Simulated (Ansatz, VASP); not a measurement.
KMgH3 in VASP and in Ansatz

File INCAR:

```
PREC = Accurate ; ENCUT = 520
EDIFF = 1E-6 ; ISMEAR = 0
SIGMA = 0.05 ; LREAL = F
LASPH = T ; NELM = 60
ALGO = Normal ; ISIF = 2
LWAVE = F ; LCHARG = F
GGA = CA ; NBANDS = 15
```

File KPOINTS:

```
regular mesh
0
Gamma
  8 8 8
```

The input POSCAR:

```
KMgH3
1.0
    4.0250000000      0.0000000000      0.0000000000
    0.0000000000      4.0250000000      0.0100625000
    0.0000000000      0.0100625000      4.0250000000
K Mg H
1 1 3
Direct
    0.0000000000      0.0000000000      0.0000000000
    0.5000000000      0.5000000000      0.5000000000
    0.0000000000      0.5000000000      0.5000000000
    0.5000000000      0.0000000000      0.5000000000
    0.5000000000      0.5000000000      0.0000000000
```

Input for Ansatz:

```yaml
crystal:
  lattice:
    - [4.025, 0.0, 0.0]
    - [0.0, 4.025, 0.0100625]
    - [0.0, 0.0100625, 4.025]
  atoms:
    - { symbol: K, position: [0.0, 0.0, 0.0] }
    - { symbol: Mg, position: [0.5, 0.5, 0.5] }
    - { symbol: H, position: [0.0, 0.5, 0.5] }
    - { symbol: H, position: [0.5, 0.0, 0.5] }
    - { symbol: H, position: [0.5, 0.5, 0.0] }
basis:
  ecutwfc: 420
kpoints:
  mp_grid: { grid: [8, 8, 8] }
hamiltonian:
  xc: lda
scf:
  occupations: { method: gaussian, width: 0.05 }
output:
  forces: true
  stress: true
  eigenvalues: true
```

Change from the starting cell: strain +0.0050 x Voigt [0, 0, 0, 1, 0, 0], atoms carried along.

Alike in both runs: task single point; functional LDA; k mesh 8 × 8 × 8; occupations gaussian, width 0.05 eV; no spin polarisation.

|  | VASP | Ansatz |
| --- | --- | --- |
| version | VASP 6.6.1 | Ansatz 0.2.0 |
| potentials or method | VASP PAW LDA potentials, release 64 (K_sv, Mg, H), cutoff 520 eV | scalar-relativistic, plane waves, PAW |
| valence electrons in the cell | 14 | 22 |

```tsv
	VASP	Ansatz	Ansatz less VASP
gap on the k mesh at the Fermi level (eV)	2.05	2.06	+0.003
least direct gap on the mesh (eV)	4.20	4.20	-0.002
pressure (GPa)	-3.2	-2.9	+0.26
traceless stress, the component that is largest in VASP (GPa)	-0.18	-0.18	+0.003
```

LDA's correlation is that of Perdew and Zunger in VASP and of Perdew and Wang (1992) in Ansatz. VASP's potentials hold 14 valence electrons a cell and Ansatz's 22, so a difference there can come from the potentials and not from the codes.
